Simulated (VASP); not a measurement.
# Mg2Be (I4_1/amd) in VASP: further runs

Runs on Mg2Be. Level: PBE. Tasks: relaxation of cell and atoms.

All numbers are computed with VASP 6.6.1; they aren't measurements. Logs are shortened: lines on timing, memory, paths and dates and some standing lists are left out, and cuts for length are marked.

**1. The cell of the first run**

The structure is tetragonal, space group I4_1/amd (No. 141). The conventional cell has a = 4.210 Å, b = 4.210 Å, c = 10.583 Å, α = 90.00°, β = 90.00°, γ = 90.00°. Within 2.9 Å of Mg (site symmetry 2mm) lie 3 Be at 2.15 to 2.19 Å and 2 Mg at 2.72 Å. Within 2.9 Å of Be (site symmetry -4m2) lie 6 Mg at 2.15 to 2.19 Å.

**2. Relaxation of cell and atoms, PBE**

Input file INCAR:

```
SYSTEM = Mg2Be
PREC = Accurate
ENCUT = 600
EDIFF = 1E-7
ISMEAR = 0
SIGMA = 0.1
LREAL = .False.
LASPH = .True.
NELM = 60
ALGO = Fast
ISIF = 3
LWAVE = .False.
LCHARG = .False.
GGA = PE
IBRION = 2
NSW = 90
EDIFFG = -0.04
```

Input file KPOINTS:

```
regular mesh
0
Gamma
  6 6 6
  0 0 0
```

Input file POSCAR:

```
Mg2Be
1.0
   -2.1051237861      2.1051237861      5.2914524970
    2.1051237861     -2.1051237861      5.2914524970
    2.1051237861      2.1051237861     -5.2914524970
Mg Be
4 2
Direct
    0.2066000000      0.2066000000      0.0000000000
    0.9566000000      0.4566000000      0.5000000000
    0.5434000000      0.0434000000      0.5000000000
    0.7934000000      0.7934000000      0.0000000000
    0.0000000000      0.0000000000      0.0000000000
    0.7500000000      0.2500000000      0.5000000000
```

Potentials or basis: VASP PAW PBE potentials, release 64 (Mg, Be).

Command:

```sh
cat potpaw_PBE.64/Mg/POTCAR potpaw_PBE.64/Be/POTCAR > POTCAR
mpirun -np 1 vasp_std > vasp.out
```

OUTCAR:

```text
SYSTEM = Mg2Be
   PREC = Accurate
   ENCUT = 600
   EDIFF = 1E-7
   ISMEAR = 0
   LREAL = .False.
   LASPH = .True.
   NELM = 60
   ISIF = 3
   GGA = PE
   IBRION = 2
   NSW = 90
   EDIFFG = -0.04

 ion  position               nearest neighbor table
   1  0.207  0.207  0.000-   6 2.15   6 2.15   5 2.19   3 2.72   3 2.72   4 3.12   4 3.12   4 3.12
                             4 3.12   2 3.38   2 3.38   2 3.38   2 3.38
   2  0.957  0.457  0.500-   5 2.15   5 2.15   6 2.19   4 2.72   4 2.72   3 3.12   3 3.12   3 3.12
                             3 3.12   1 3.38   1 3.38   1 3.38   1 3.38
   3  0.543  0.043  0.500-   5 2.15   5 2.15   6 2.19   1 2.72   1 2.72   2 3.12   2 3.12   2 3.12
                             2 3.12   4 3.38   4 3.38   4 3.38   4 3.38
   4  0.793  0.793  0.000-   6 2.15   6 2.15   5 2.19   2 2.72   2 2.72   1 3.12   1 3.12   1 3.12
                             1 3.12   3 3.38   3 3.38   3 3.38   3 3.38
   5  0.000  0.000  0.000-   3 2.15   2 2.15   3 2.15   2 2.15   1 2.19   4 2.19
   6  0.750  0.250  0.500-   4 2.15   1 2.15   4 2.15   1 2.15   2 2.19   3 2.19

  LATTYP: Found a body centered tetragonal cell.
 ALAT       =     4.2102475722
 C/A-ratio  =     2.5136063408

  Lattice vectors:

 A1 = (  -2.1051237861,   2.1051237861,   5.2914524970)
 A2 = (   2.1051237861,  -2.1051237861,   5.2914524970)
 A3 = (   2.1051237861,   2.1051237861,  -5.2914524970)

Analysis of symmetry for initial positions (statically):
=====================================================================
 Subroutine PRICEL returns:
 Original cell was already a primitive cell.

 Routine SETGRP: Setting up the symmetry group for a
 body centered tetragonal supercell.

 Subroutine GETGRP returns: Found 16 space group operations
 (whereof  8 operations were pure point group operations)
 out of a pool of 16 trial point group operations.

The static configuration has the point symmetry D_2d.
 The point group associated with its full space group is D_4h.

Analysis of symmetry for dynamics (positions and initial velocities):
=====================================================================
 Subroutine PRICEL returns:
 Original cell was already a primitive cell.

 Routine SETGRP: Setting up the symmetry group for a
 body centered tetragonal supercell.

 Subroutine GETGRP returns: Found 16 space group operations
 (whereof  8 operations were pure point group operations)
 out of a pool of 16 trial point group operations.

The dynamic configuration has the point symmetry D_2d.
 The point group associated with its full space group is D_4h.

 Subroutine INISYM returns: Found 16 space group operations
 (whereof  8 operations are pure point group operations),
 and found     1 'primitive' translations

----------------------------------------------------------------------------------------

                                     Primitive cell

  volume of cell :      93.7973

  direct lattice vectors                    reciprocal lattice vectors
    -2.105123786  2.105123786  5.291452497     0.000000000  0.237515724  0.094492013
     2.105123786 -2.105123786  5.291452497     0.237515724  0.000000000  0.094492013
     2.105123786  2.105123786 -5.291452497     0.237515724  0.237515724  0.000000000

  length of vectors
     6.071454672  6.071454672  6.071454672     0.255621712  0.255621712  0.335897958

  position of ions in fractional coordinates (direct lattice)
     0.206600000  0.206600000  0.000000000
     0.956600000  0.456600000  0.500000000
     0.543400000  0.043400000  0.500000000
     0.793400000  0.793400000  0.000000000
     0.000000000  0.000000000  0.000000000
     0.750000000  0.250000000  0.500000000

  ion indices of the primitive-cell ions
   primitive index   ion index
                 1           1
                 2           2
                 3           3
                 4           4
                 5           5
                 6           6

----------------------------------------------------------------------------------------

 KPOINTS: regular mesh

Automatic generation of k-mesh.
 Grid dimensions read from file:
 generate k-points for:    6    6    6

 Generating k-lattice:

  Cartesian coordinates                     Fractional coordinates (reciprocal lattice)
     0.000000000  0.039585954  0.015748669     0.166666667 -0.000000000  0.000000000
     0.039585954  0.000000000  0.015748669    -0.000000000  0.166666667  0.000000000
     0.039585954  0.039585954  0.000000000     0.000000000  0.000000000  0.166666667

  Length of vectors
     0.042603619  0.042603619  0.055982993

  Shift w.r.t. Gamma in fractional coordinates (k-lattice)
     0.000000000  0.000000000  0.000000000

 Subroutine IBZKPT returns following result:
 ===========================================

 Found     30 irreducible k-points:

 Following reciprocal coordinates:
            Coordinates               Weight
  0.000000  0.000000  0.000000      1.000000
[... 75 lines left out ...]
  ---------------------------------------------------
  free energy    TOTEN  =        -6.56327487 eV

  energy without entropy =       -6.55561502  energy(sigma->0) =       -6.55944494

 E-fermi :   3.4546     XC(G=0):  -9.0938

 val. band max:        3.3914505674   @ k =   0.5000   0.1667   0.0000
 cond. band min:       3.5138997846   @ k =  -0.3333   0.5000   0.3333
 fundamental gap:      0.1224492172
 Fermi energy:         3.4545962229

 k-point     1 :       0.0000    0.0000    0.0000
  band No.  band energies     occupation
      1      -4.4574      2.00000
      2      -0.0770      2.00000
      3       0.2530      2.00000
      4       2.8657      2.00000
      5       2.8657      2.00000
      6       3.1941      1.99977
      7       3.1941      1.99977
      8       5.3313      0.00000
      9       5.4856      0.00000
     10       5.9864      0.00000
[... 287 lines left out ...]
 k-point    24 :      -0.1667   -0.3333    0.1667
  band No.  band energies     occupation
      1      -3.9530      2.00000
      2      -1.6544      2.00000
      3       1.1145      2.00000
      4       2.2507      2.00000
      5       2.3695      2.00000
      6       3.5207      0.35008
      7       4.3076      0.00000
      8       5.0689      0.00000
      9       6.0243      0.00000
     10       6.4635      0.00000

 [... further k-points ...]

------------------------ aborting loop because EDIFF is reached ----------------------------------------

  FORCE on cell =-STRESS in cart. coord.  units (eV):
  Direction    XX          YY          ZZ          XY          YZ          ZX
  --------------------------------------------------------------------------------------
  -------------------------------------------------------------------------------------
  Total       18.8057556     18.8057556     16.4399688      0.0000000      0.0000000      0.0000000
  in kB      321.2263768    321.2263768    280.8157106      0.0000000      0.0000000      0.0000000
  external PRESSURE =     307.7561547 kB  Pullay stress =       0.0000000 kB
[... 101 lines left out ...]
  FREE ENERGIE OF THE ION-ELECTRON SYSTEM (eV)
  ---------------------------------------------------
  free  energy   TOTEN  =       -10.1458161879 eV

  energy  without entropy=      -10.1380269284  energy(sigma->0) =      -10.14192156

[... ionic steps 4 to 25 ...]

--------------------------------------- Ionic step       26  -------------------------------------------

 number of electron      12.0000000 magnetization

------------------------ aborting loop because EDIFF is reached ----------------------------------------

  FORCE on cell =-STRESS in cart. coord.  units (eV):
  Direction    XX          YY          ZZ          XY          YZ          ZX
  --------------------------------------------------------------------------------------
  -------------------------------------------------------------------------------------
  Total       -0.2511200     -0.2511200     -0.7796395      0.0000000      0.0000000      0.0000000
  in kB       -3.2776102     -3.2776102    -10.1758307      0.0000000      0.0000000      0.0000000
  external PRESSURE =      -5.5770170 kB  Pullay stress =       0.0000000 kB
[... 65 lines left out ...]
  energy  without entropy=      -10.4218074228  energy(sigma->0) =      -10.42607392

--------------------------------------- Ionic step       28  -------------------------------------------

 number of electron      12.0000000 magnetization

 Free energy of the ion-electron system (eV)
  ---------------------------------------------------
  ext. energy  EPLUGINS =         0.00000000
  ---------------------------------------------------
  free energy    TOTEN  =       -10.43308050 eV

  energy without entropy =      -10.42451746  energy(sigma->0) =      -10.42879898

 E-fermi :   2.4775     XC(G=0):  -8.4810

 val. band max:        2.4397420703   @ k =   0.3333   0.3333   0.0000
 cond. band min:       2.5587476519   @ k =   0.3333   0.1667   0.1667
 fundamental gap:      0.1190055816
 Fermi energy:         2.4775471801

 k-point     1 :       0.0000    0.0000    0.0000
  band No.  band energies     occupation
      1      -4.6717      2.00000
      2       0.5458      2.00000
      3       0.9247      2.00000
      4       1.7120      2.00000
      5       1.7120      2.00000
      6       1.8918      2.00000
      7       1.8918      2.00000
      8       2.7447      0.00016
      9       2.9573      0.00000
     10       3.3742      0.00000
[... 287 lines left out ...]
 k-point    24 :      -0.1667   -0.3333    0.1667
  band No.  band energies     occupation
      1      -4.1515      2.00000
      2      -1.3896      2.00000
      3      -0.2701      2.00000
      4       0.9085      2.00000
      5       1.9194      2.00000
      6       2.3414      1.94591
      7       3.1485      0.00000
      8       3.3463      0.00000
      9       3.8842      0.00000
     10       4.7152      0.00000

 [... further k-points ...]

------------------------ aborting loop because EDIFF is reached ----------------------------------------

  FORCE on cell =-STRESS in cart. coord.  units (eV):
  Direction    XX          YY          ZZ          XY          YZ          ZX
  --------------------------------------------------------------------------------------
  -------------------------------------------------------------------------------------
  Total        0.1173828      0.1173828     -0.0008160      0.0000000     -0.0000000      0.0000000
  in kB        1.5598497      1.5598497     -0.0108429      0.0000000     -0.0000000      0.0000000
  external PRESSURE =       1.0362855 kB  Pullay stress =       0.0000000 kB
[... 21 lines left out ...]
  FREE ENERGIE OF THE ION-ELECTRON SYSTEM (eV)
  ---------------------------------------------------
  free  energy   TOTEN  =       -10.4330805005 eV

  energy  without entropy=      -10.4245174577  energy(sigma->0) =      -10.42879898

 reached required accuracy - stopping structural energy minimisation
```

Run time: 12 min. Hardware: 1 thread of Intel Xeon 6975P-C (Granite Rapids), shared host; peak memory 0.4 GiB.

Results:

* Free energy: -10.4331 eV
* Relaxed volume: 20.09 Å³/atom
* Relaxed cell: a = 5.992 Å, b = 5.992 Å, c = 5.992 Å, α = 130.80°, β = 130.80°, γ = 72.13°
* Space group after relaxing (to 0.05 Å): I4_1/amd (No. 141)
* Energy gained by relaxing: 645.0 meV/atom
* Ionic steps: 28
* Pressure after relaxing: 0.1 GPa
* Largest force after relaxing: 0.040 eV/Å
* Band gap on the k mesh: zero (band 6 reaches 3.12 eV, above the bottom of band 7 at 1.52 eV)

Forces in eV/Å, atoms in the order of the input:
```
Mg   0.000  0.000 -0.040
Mg   0.000  0.000 -0.040
Mg   0.000  0.000  0.040
Mg   0.000  0.000  0.040
Be   0.000  0.000  0.000
Be   0.000  0.000  0.000
```

Stress tensor (GPa, compression positive):
```
0.16 0.00 0.00
0.00 0.16 0.00
0.00 0.00 0.00
```

Step by step:
```
step  energy change (eV)  largest force (eV/Å)  pressure (GPa)  volume (Å³)
   1              0.0000                1.5762           30.78        93.80
   2             -3.5796                0.1181            0.37       140.74
   3             -3.5825                0.0827           -0.28       143.50
   4             -3.5828                0.0969           -0.02       142.37
   5             -3.5915                0.1346           -0.06       142.10
   6             -3.5989                0.2220           -0.12       141.49
   7             -3.6058                0.2190           -0.13       141.10
   8             -3.6257                0.2121           -0.15       139.92
   9             -3.6631                0.2048           -0.17       137.56
  10             -3.7294                0.2072           -0.09       132.76
  11             -3.8282                0.2462            0.47       122.86
  12             -3.2455                0.3017            7.34       101.82
  13             -3.6833                0.5843            1.85       119.78
  14             -3.5550                0.6122            3.92       110.95
  15             -3.5584                0.6011            3.91       110.87
  16             -3.5677                0.5679            3.88       110.62
  17             -3.5824                0.5019            3.83       110.13
  18             -3.5952                0.3708            3.80       109.13
  19             -3.6076                0.3585            3.65       109.47
  20             -3.6416                0.3221            3.21       110.47
  21             -3.6972                0.2534            2.38       112.49
  22             -3.7702                0.1345            0.94       116.54
  23             -3.8227                0.0327           -1.37       124.75
  24             -3.8394                0.0518           -1.23       124.26
  25             -3.8617                0.0872           -0.73       123.11
  26             -3.8629                0.0979           -0.56       122.75
  27             -3.8671                0.0759           -0.31       121.91
  28             -3.8698                0.0397            0.10       120.57
```

Final structure:
```xyz
6
Lattice="-2.4946 2.4946 4.8438 2.4946 -2.4946 4.8438 2.4946 2.4946 -4.8438" Properties=species:S:1:pos:R:3 pbc="T T T"
Mg    2.4946    2.4946   -2.2544
Mg    2.4945    0.0000    0.1675
Mg    2.4946    0.0000    4.6763
Mg    0.0000    0.0000    7.0982
Be    0.0000    0.0000    0.0000
Be    0.0000    2.4946    2.4219
```

Caveat: the volume moved by over 15 % at a fixed basis, so the end points are rough.

**3. Relaxation of cell and atoms, PBE**

This run uses another cell than the first one, of 20.35 Å³/atom, 1.302 times its volume.

Input file INCAR:

```
SYSTEM = Mg2Be
ALGO = Fast ; EDIFF = 1E-7
EDIFFG = -0.01 ; ENCUT = 600
GGA = PE ; IBRION = 2
ISIF = 3 ; ISMEAR = 0
LASPH = .TRUE. ; LCHARG = .FALSE.
LREAL = .FALSE. ; LWAVE = .FALSE.
NELM = 60 ; NSW = 100
PREC = Accurate ; SIGMA = 0.1
```

Input file KPOINTS:

```
k-points
0
G
  10 10 10
  0 0 0
```

Input file POSCAR:

```
Mg2Be
1.0
   -2.4960128634      2.4960128634      4.9007109215
    2.4960128634     -2.4960128634      4.9007109215
    2.4960128634      2.4960128634     -4.9007109215
Mg Be
4 2
Direct
    0.2636058216      0.2636058216      0.0000000000
    0.0136058216      0.5136058216      0.5000000000
    0.4863941784      0.9863941784      0.5000000000
    0.7363941784      0.7363941784      0.0000000000
    0.0000000000      0.0000000000      0.0000000000
    0.7500000000      0.2500000000      0.5000000000
```

Potentials or basis: VASP PAW PBE potentials, release 64 (Mg, Be).

Command:

```sh
cat potpaw_PBE.64/Mg/POTCAR potpaw_PBE.64/Be/POTCAR > POTCAR
mpirun -np 1 vasp_std > vasp.out
```

It took 7.9 min on 1 thread of Intel Xeon 6975P-C (Granite Rapids), shared host; peak memory 0.47 GiB.

Results (log left out):

```yaml
Free_energy: -10.4132 eV
Relaxed_volume: 20.20 Å³/atom
Relaxed_cell: a = 5.999 Å, b = 5.999 Å, c = 5.999 Å, α = 130.73°, β = 130.73°, γ = 72.25°
Space_group_after_relaxing_to_0.05_Å: I4_1/amd (No. 141)
Energy_gained_by_relaxing: 0.3 meV/atom
Ionic_steps: 11
Pressure_after_relaxing: 0.0 GPa
Largest_force_after_relaxing: 0.004 eV/Å
Band_gap_on_the_k_mesh: zero (band 6 reaches 3.31 eV, above the bottom of band 7 at 1.34 eV)
```

Forces on the atoms (eV/Å):
```
Mg   0.000  0.000  0.004
Mg   0.000  0.000  0.004
Mg   0.000  0.000 -0.004
Mg   0.000  0.000 -0.004
Be   0.000  0.000  0.000
Be   0.000  0.000  0.000
```

Step by step:
```tsv
step	energy change (eV)	largest force (eV/Å)	pressure (GPa)	volume (Å³)
1	0.0000	0.0022	-0.12	122.13
2	-0.0004	0.0111	-0.05	121.86
3	-0.0005	0.0206	0.03	121.59
4	-0.0005	0.0218	0.04	121.56
5	-0.0007	0.0216	0.02	121.58
6	-0.0010	0.0208	-0.04	121.64
7	-0.0010	0.0192	-0.15	121.77
8	-0.0010	0.0202	-0.09	121.71
9	-0.0011	0.0186	-0.09	121.66
10	-0.0014	0.0139	-0.07	121.51
11	-0.0016	0.0045	-0.03	121.22
```

Final structure:
```cif
data_structure
_symmetry_space_group_name_H-M 'P 1'
_symmetry_Int_Tables_number 1
_cell_length_a 5.9990
_cell_length_b 5.9990
_cell_length_c 5.9990
_cell_angle_alpha 130.725
_cell_angle_beta 130.725
_cell_angle_gamma 72.250
_cell_volume 121.22
loop_
_atom_site_label
_atom_site_type_symbol
_atom_site_fract_x
_atom_site_fract_y
_atom_site_fract_z
_atom_site_occupancy
Mg1 Mg 0.26575 0.26575 0.00000 1
Mg2 Mg 0.01575 0.51575 0.50000 1
Mg3 Mg 0.48425 0.98425 0.50000 1
Mg4 Mg 0.73425 0.73425 0.00000 1
Be1 Be 0.00000 0.00000 0.00000 1
Be2 Be 0.75000 0.25000 0.50000 1
```

Levels at points of the mesh, in eV from the Fermi level:
```
           k point  band 2  band 3  band 4  band 5  band 6  band 7  band 8  band 9  band 10
(0.00, 0.00, 0.00)   -1.94   -1.57   -0.78   -0.78   -0.59   -0.59    0.27    0.45     0.92
(0.50, 0.00, 0.00)   -5.05   -2.53   -2.41   -1.00    0.31    0.50    0.98    2.03     2.28
(0.50, 0.50, 0.00)   -4.58   -2.94   -2.94   -2.43   -2.43    1.08    1.08    1.67     1.67
(0.50, 0.50, 0.50)   -5.68   -2.04   -2.04   -0.93   -0.93    2.05    2.05    2.50     2.50
```
